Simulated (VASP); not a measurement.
# TiB2 (P6/mmm) in VASP: notebook

TiB2 is run at these levels: PBEsol, LDA; tasks: single point.

Program: VASP 6.6.1. These are calculated values, not measurements. Logs are shortened: lines on timing, memory, paths and dates and some standing lists are left out, and cuts for length are marked.

### 1 The cell of the first run

Symmetry: P6/mmm, No. 191, hexagonal system. Conventional cell: a = 3.089 Å, b = 3.089 Å, c = 3.292 Å, α = 90.00°, β = 90.00°, γ = 120.00°. Ti (site symmetry 6/mmm) has 12 B at 2.43 Å and 6 Ti at 3.09 Å within 3.2 Å. Within 2.4 Å of B (site symmetry -6m2) lie 3 B at 1.78 Å.

### 2 Single point, PBEsol (volume scaled by 1.06)

Input file INCAR:

```
SYSTEM = TiB2
PREC = Accurate ; ENCUT = 520
EDIFF = 1E-7 ; ISMEAR = -1
SIGMA = 0.05 ; LREAL = .False.
LASPH = .True. ; NELM = 100
ALGO = Normal ; ISIF = 2
LWAVE = .False. ; LCHARG = .True.
GGA = PS ; LELF = .True.
LVHAR = .True. ; NBANDS = 16
```

Input file KPOINTS:

```
Automatic mesh
0
Gamma
  10 10 8
  0 0 0
```

Input file POSCAR:

```
TiB2
1.0
    3.0886111617      0.0000000000      0.0000000000
   -1.5443055808      2.6748157284      0.0000000000
    0.0000000000      0.0000000000      3.2917180359
Ti B
1 2
Direct
    0.0000000000      0.0000000000      0.0000000000
    0.6666666667      0.3333333333      0.5000000000
    0.3333333333      0.6666666667      0.5000000000
```

Potentials or basis: VASP PAW PBE potentials, release 64 (Ti_sv, B).

Launch:

```console
> cat potpaw_PBE.64/Ti_sv/POTCAR potpaw_PBE.64/B/POTCAR > POTCAR
> mpirun -np 1 vasp_std > vasp.out
```

OUTCAR:

```text
SYSTEM = TiB2
   PREC = Accurate
   ENCUT = 520
   EDIFF = 1E-7
   ISMEAR = -1
   LREAL = .False.
   LASPH = .True.
   NELM = 100
   ISIF = 2
   GGA = PS

 ion  position               nearest neighbor table
   1  0.000  0.000  0.000-   2 2.43   3 2.43   2 2.43   3 2.43   3 2.43   3 2.43   2 2.43   2 2.43
                             2 2.43   2 2.43   3 2.43   3 2.43
   2  0.667  0.333  0.500-   3 1.78   3 1.78   3 1.78   1 2.43   1 2.43   1 2.43   1 2.43   1 2.43
                             1 2.43
   3  0.333  0.667  0.500-   2 1.78   2 1.78   2 1.78   1 2.43   1 2.43   1 2.43   1 2.43   1 2.43
                             1 2.43

  LATTYP: Found a hexagonal cell.
 ALAT       =     3.0886111617
 C/A-ratio  =     1.0657599366

  Lattice vectors:

 A1 = (   3.0886111617,   0.0000000000,   0.0000000000)
 A2 = (  -1.5443055808,   2.6748157284,   0.0000000000)
 A3 = (   0.0000000000,   0.0000000000,   3.2917180359)

Analysis of symmetry for initial positions (statically):
=====================================================================
 Subroutine PRICEL returns:
 Original cell was already a primitive cell.

 Routine SETGRP: Setting up the symmetry group for a
 hexagonal supercell.

 Subroutine GETGRP returns: Found 24 space group operations
 (whereof 24 operations were pure point group operations)
 out of a pool of 24 trial point group operations.

The static configuration has the point symmetry D_6h.

Analysis of symmetry for dynamics (positions and initial velocities):
=====================================================================
 Subroutine PRICEL returns:
 Original cell was already a primitive cell.

 Routine SETGRP: Setting up the symmetry group for a
 hexagonal supercell.

 Subroutine GETGRP returns: Found 24 space group operations
 (whereof 24 operations were pure point group operations)
 out of a pool of 24 trial point group operations.

The dynamic configuration has the point symmetry D_6h.

 Subroutine INISYM returns: Found 24 space group operations
 (whereof 24 operations are pure point group operations),
 and found     1 'primitive' translations

----------------------------------------------------------------------------------------

                                     Primitive cell

  volume of cell :      27.1944

  direct lattice vectors                    reciprocal lattice vectors
     3.088611162  0.000000000  0.000000000     0.323770118  0.186928765  0.000000000
[... 82 lines left out ...]
   ISPIN  =      1    spin polarized calculation?
   LNONCOLLINEAR =      F non collinear calculations
   LSORBIT =      F    spin-orbit coupling
   LASPH  =      T    aspherical Exc in radial PAW
   ENCUT  =  520.0 eV  38.22 Ry    6.18 a.u.   5.74  5.74  6.12*2*pi/ulx,y,z
   NELM   =    100;   NELMIN=  2; NELMDL= -5     # of ELM steps
   EDIFF  = 0.1E-06   stopping-criterion for ELM
   LREAL  =      F    real-space projection
   EDIFFG = 0.1E-05   stopping-criterion for IOM
   NSW    =      0    number of steps for IOM
   IBRION =     -1    ionic relax: 0-MD 1-quasi-New 2-CG
   NFREE  =      0    steps in history (QN), initial steepest desc. (CG)
   ISIF   =      2    stress and relaxation
   ISYM   =      2    0-nonsym 1-usesym 2-fastsym
   POTIM  = 0.5000    time-step for ionic-motion
   TEBEG  =    0.0;   TEEND  =   0.0 temperature during run
   PSTRESS=    0.0 pullay stress
   NELECT =      18.0000    total number of electrons
   NUPDOWN=      -1.0000    fix difference up-down
   EMIN   =  10.00;   EMAX   =-10.00  energy-range for DOS
   EFERMI =   0.00;   METHOD = LEGACY
   ISMEAR =    -1;   SIGMA  =   0.05  broadening in eV -4-tet -1-fermi 0-gaus
   EFERMI_NEDOS =   21; number of points for ismear=-14 and -15
   IALGO  =     38    algorithm
   IMIX   =      4    mixing-type and parameters
     AMIX     =   0.40;   BMIX     =  1.00
     AMIX_MAG =   1.60;   BMIX_MAG =  1.00
  volume/ion in A,a.u.               =       9.06        61.17
  Fermi-wavevector in a.u.,A,eV,Ry     =   1.426721  2.696112 27.695110  2.035533
  Thomas-Fermi vector in A             =   2.546968
   LORBIT       =      0    0 simple, 1 ext, 2 COOP (PROOUT), +10 PAW based schemes
   GGA     = PS    functional components
   LHFCALC =     F    Hartree Fock is set to
   AEXX    =    0.0000 exact exchange contribution
   IVDW    =     0    specifies the selected vdW correction
   LEPSILON=     F    determine dielectric tensor
   LRPA    =     F    only Hartree local field effects (RPA)
 non-spin polarized calculation
  energy-cutoff  :      520.00
  volume of cell :       27.19
 maximum number of plane-waves:       746
 NGX is ok and might be reduce to    24
   NGX = 11   NGY = 11   NGZ = 13

 number of electron      18.0000001 magnetization

 Free energy of the ion-electron system (eV)
  ---------------------------------------------------
  ext. energy  EPLUGINS =         0.00000000
  ---------------------------------------------------
  free energy    TOTEN  =       -25.66904621 eV

  energy without entropy =      -25.66256860  energy(sigma->0) =      -25.66580740

 E-fermi :   9.2165     XC(G=0): -12.5933

 val. band max:        9.1925537505   @ k =   0.2000   0.2000   0.1250
 cond. band min:       9.2195148598   @ k =   0.1000  -0.0000   0.3750
 fundamental gap:      0.0269611093
 Fermi energy:         9.2165445313

 k-point     1 :       0.0000    0.0000    0.0000
  band No.  band energies     occupation
      1     -47.5621      2.00000
      2     -24.0008      2.00000
      3     -23.7262      2.00000
      4     -23.7262      2.00000
      5      -3.8621      2.00000
      6       6.8110      2.00000
[... 433 lines left out ...]
      3     -23.9658      2.00000
      4     -23.8194      2.00000
      5      -0.3091      2.00000
      6       1.1233      2.00000
[... 8 lines left out ...]
     15      17.2846      0.00000
     16      18.3418      0.00000

 [... further k-points ...]
[... 5 lines left out ...]
  --------------------------------------------------------------------------------------
  -------------------------------------------------------------------------------------
  Total       -3.0327870     -3.0327870     -2.8962671     -0.0000000      0.0000000      0.0000000
  in kB     -178.6786932   -178.6786931   -170.6355311     -0.0000000      0.0000000      0.0000000
  external PRESSURE =    -175.9976391 kB  Pullay stress =       0.0000000 kB

 VOLUME and BASIS-vectors are now :
 -----------------------------------------------------------------------------
  energy-cutoff  :      520.00
  volume of cell :       27.19
      direct lattice vectors                 reciprocal lattice vectors
     3.088611162  0.000000000  0.000000000     0.323770118  0.186928765  0.000000000
    -1.544305581  2.674815728  0.000000000     0.000000000  0.373857529  0.000000000
     0.000000000  0.000000000  3.291718036     0.000000000  0.000000000  0.303792727

 POSITION                                       TOTAL-FORCE (eV/Angst)
 -----------------------------------------------------------------------------------
      0.00000      0.00000      0.00000        -0.000000      0.000000      0.000000
      1.54431      0.89161      1.64586         0.000000     -0.000000      0.000000
     -0.00000      1.78321      1.64586        -0.000000      0.000000      0.000000
 -----------------------------------------------------------------------------------
    total drift:                               -0.000000      0.000000      0.000000

  FREE ENERGIE OF THE ION-ELECTRON SYSTEM (eV)
  ---------------------------------------------------
  free  energy   TOTEN  =       -25.6690462065 eV

  energy  without entropy=      -25.6625685985  energy(sigma->0) =      -25.66580740
```

It took 11 s on 1 thread of Intel Xeon 6975P-C (Granite Rapids), shared host; peak memory 0.15 GiB.

Results:

```
Free energy            : -25.6690 eV
Pressure               : -17.6 GPa
Band gap on the k mesh : zero (band 9 reaches 9.62 eV, above the bottom of band 10 at 9.10 eV)
```

Stress tensor (GPa, compression positive):
```
-17.87   0.00   0.00
  0.00 -17.87   0.00
  0.00   0.00 -17.06
```

Levels at points of the mesh, in eV from the Fermi level:
| k point | band 5 | band 6 | band 7 | band 8 | band 9 | band 10 | band 11 | band 12 | band 13 | band 14 |
| --- | --- | --- | --- | --- | --- | --- | --- | --- | --- | --- |
| (0.00, 0.00, 0.00) | -13.08 | -2.41 | -2.41 | -2.21 | -1.95 | 1.80 | 1.80 | 3.48 | 3.48 | 5.59 |
| (0.50, 0.00, 0.00) | -9.01 | -9.00 | -3.09 | -2.99 | -2.08 | 1.29 | 2.59 | 3.03 | 3.29 | 7.07 |
| (0.00, 0.00, 0.50) | -11.29 | -7.31 | -0.45 | -0.45 | -0.12 | -0.12 | 0.46 | 0.46 | 1.56 | 6.41 |
| (0.50, 0.00, 0.50) | -9.39 | -7.31 | -4.35 | -3.58 | -3.04 | 2.33 | 2.75 | 4.16 | 4.33 | 5.07 |

Caveat: the cell differs from its parent crystal (volume scaled by 1.06); the PAW data sets were made with another functional, which shifts forces and pressure a little.

### 3 Single point, LDA

This run uses another cell than the first one, of 8.21 Å³/atom, 0.906 times its volume.

Input file INCAR:

```
SYSTEM = TiB2
PREC = Accurate
ENCUT = 520
EDIFF = 1E-6
ISMEAR = -1
SIGMA = 0.05
LREAL = .FALSE.
LASPH = .TRUE.
NELM = 60
ALGO = Normal
ISIF = 2
LWAVE = .FALSE.
LCHARG = .FALSE.
GGA = CA
NBANDS = 16
```

Input file KPOINTS:

```
regular mesh
0
G
  10 10 8
  0 0 0
```

Input file POSCAR:

```
TiB2
1.0
    2.9882598462      0.0000000000      0.0000000000
   -1.4941299231      2.5879089399      0.0000000000
    0.0000000000      0.0000000000      3.1847676243
Ti B
1 2
Direct
    0.0000000000      0.0000000000      0.0000000000
    0.6666666667      0.3333333333      0.5000000000
    0.3333333333      0.6666666667      0.5000000000
```

Potentials or basis: VASP PAW LDA potentials, release 64 (Ti_sv, B).

Launch:

```console
> cat potpaw_LDA.64/Ti_sv/POTCAR potpaw_LDA.64/B/POTCAR > POTCAR
> mpirun -np 1 vasp_std > vasp.out
```

OUTCAR:

```text
SYSTEM = TiB2
   PREC = Accurate
   ENCUT = 520
   EDIFF = 1E-6
   ISMEAR = -1
   LREAL = .FALSE.
   LASPH = .TRUE.
   NELM = 60
   ISIF = 2
   GGA = CA

 ion  position               nearest neighbor table
   1  0.000  0.000  0.000-   2 2.35   3 2.35   2 2.35   3 2.35   3 2.35   3 2.35   2 2.35   2 2.35
                             2 2.35   2 2.35   3 2.35   3 2.35
   2  0.667  0.333  0.500-   3 1.73   3 1.73   3 1.73   1 2.35   1 2.35   1 2.35   1 2.35   1 2.35
                             1 2.35
   3  0.333  0.667  0.500-   2 1.73   2 1.73   2 1.73   1 2.35   1 2.35   1 2.35   1 2.35   1 2.35
                             1 2.35

  LATTYP: Found a hexagonal cell.
[... 654 lines left out ...]
  --------------------------------------------------------------------------------------
  -------------------------------------------------------------------------------------
  Total        0.1536585      0.1536585     -0.3677002      0.0000000     -0.0000000      0.0000000
  in kB        9.9959028      9.9959028    -23.9198982      0.0000000     -0.0000000      0.0000000
  external PRESSURE =      -1.3093642 kB  Pullay stress =       0.0000000 kB

 VOLUME and BASIS-vectors are now :
 -----------------------------------------------------------------------------
  energy-cutoff  :      520.00
  volume of cell :       24.63
      direct lattice vectors                 reciprocal lattice vectors
     2.988259846  0.000000000  0.000000000     0.334642920  0.193206180  0.000000000
    -1.494129923  2.587908940  0.000000000     0.000000000  0.386412360  0.000000000
     0.000000000  0.000000000  3.184767624     0.000000000  0.000000000  0.313994651

 POSITION                                       TOTAL-FORCE (eV/Angst)
 -----------------------------------------------------------------------------------
      0.00000      0.00000      0.00000         0.000000      0.000000      0.000000
      1.49413      0.86264      1.59238         0.000000     -0.000000      0.000000
     -0.00000      1.72527      1.59238        -0.000000      0.000000     -0.000000
 -----------------------------------------------------------------------------------
    total drift:                               -0.000000      0.000000      0.000000

  FREE ENERGIE OF THE ION-ELECTRON SYSTEM (eV)
  ---------------------------------------------------
  free  energy   TOTEN  =       -26.9137250013 eV

  energy  without entropy=      -26.9075090183  energy(sigma->0) =      -26.91061701
```

stdout:

```text
POSCAR found type information on POSCAR TiB
 POSCAR found :  2 types and       3 ions
 scaLAPACK will be used
 LDA part: xc-table for (Slater(with rela. corr.)+CA(PZ))
 , standard interpolation
 POSCAR, INCAR and KPOINTS ok, starting setup
 FFT: planning ... GRIDC
 FFT: planning ... GRID_SOFT
 FFT: planning ... GRID
 WAVECAR not read
 entering main loop
```

Wall time 8.2 s (1 thread of Intel Xeon 6975P-C (Granite Rapids), shared host); peak memory 0.14 GiB.

What came out:

```
Free energy            : -26.9137 eV
Pressure               : -0.1 GPa
Band gap on the k mesh : zero (band 9 reaches 10.78 eV, above the bottom of band 10 at 10.19 eV)
```

Levels at points of the mesh, in eV from the Fermi level:
| k point | band 7 | band 8 | band 9 | band 10 | band 11 | band 12 |
| --- | --- | --- | --- | --- | --- | --- |
| (0.00, 0.00, 0.00) | -2.61 | -2.20 | -2.15 | 2.06 | 2.06 | 3.90 |
| (0.50, 0.00, 0.00) | -3.26 | -3.21 | -2.29 | 1.48 | 2.96 | 3.47 |
| (0.00, 0.00, 0.50) | -0.46 | -0.46 | -0.12 | -0.12 | 0.51 | 0.51 |
| (0.50, 0.00, 0.50) | -4.70 | -3.86 | -2.98 | 2.68 | 3.15 | 4.86 |

### 4 Single point, LDA

This run uses another cell than the first one, of 8.72 Å³/atom, 0.962 times its volume.

Input file INCAR:

```
SYSTEM = TiB2
PREC = Accurate ; ENCUT = 520
EDIFF = 1E-6 ; ISMEAR = -1
SIGMA = 0.05 ; LREAL = .False.
LASPH = .True. ; NELM = 60
ALGO = Normal ; ISIF = 2
LWAVE = .False. ; LCHARG = .True.
LELF = .True. ; LVHAR = .True.
NBANDS = 16
```

Input file KPOINTS:

```
regular mesh
0
Gamma
  10 10 8
  0 0 0
```

Input file POSCAR:

```
TiB2
1.0
    3.0492615118      0.0000000000      0.0000000000
   -1.5246307559      2.6407379320      0.0000000000
    0.0000000000      0.0000000000      3.2497807555
Ti B
1 2
Direct
    0.0000000000      0.0000000000      0.0000000000
    0.6666666667      0.3333333333      0.5000000000
    0.3333333333      0.6666666667      0.5000000000
```

Launch:

```console
> cat potpaw_LDA.64/Ti_sv/POTCAR potpaw_LDA.64/B/POTCAR > POTCAR
> mpirun -np 1 vasp_std > vasp.out
```

It took 9.5 s on 1 thread of Intel Xeon 6975P-C (Granite Rapids), shared host; peak memory 0.14 GiB.

The run converged. Its results:

| Quantity | Value |
| --- | --- |
| Free energy | -26.8375 eV |
| Pressure | -15.2 GPa |
| Band gap on the k mesh | zero (band 9 reaches 10.06 eV, above the bottom of band 10 at 9.52 eV) |

Levels at points of the mesh, in eV from the Fermi level:
```csv
k point,band 6,band 7,band 8,band 9,band 10,band 11,band 12,band 13
"(0.00, 0.00, 0.00)",-2.48,-2.48,-2.18,-2.00,1.88,1.88,3.61,3.61
"(0.50, 0.00, 0.00)",-8.92,-3.12,-3.08,-2.14,1.35,2.71,3.18,3.41
"(0.00, 0.00, 0.50)",-7.37,-0.46,-0.46,-0.12,-0.12,0.47,0.47,1.63
"(0.50, 0.00, 0.50)",-7.29,-4.47,-3.66,-2.97,2.45,2.88,4.41,4.51
```

### 5 Summary

| level | potentials or basis | cell | gap on the mesh (eV) | pressure (GPa) |
| --- | --- | --- | --- | --- |
| PBEsol | VASP PAW PBE potentials, release 64 (Ti_sv, B) | a = 3.089, b = 3.089, c = 3.292 Å, angles 90.0, 90.0, 120.0°, 3 atoms | none | -17.6 |
| LDA | VASP PAW LDA potentials, release 64 (Ti_sv, B) | a = 2.988, b = 2.988, c = 3.185 Å, angles 90.0, 90.0, 120.0°, 3 atoms | none | -0.1 |
| LDA | VASP PAW LDA potentials, release 64 (Ti_sv, B) | a = 3.049, b = 3.049, c = 3.250 Å, angles 90.0, 90.0, 120.0°, 3 atoms | none | -15.2 |

Alike in all rows: task single point; no spin polarisation; k mesh 10 × 10 × 8; cutoff (eV) 520; smearing fermi-dirac 0.05 eV.

Caveats: the PAW data sets were made with another functional, which shifts forces and pressure a little (some runs).

Total energies depend on the potentials used, so only differences within one code and one set of settings carry meaning.
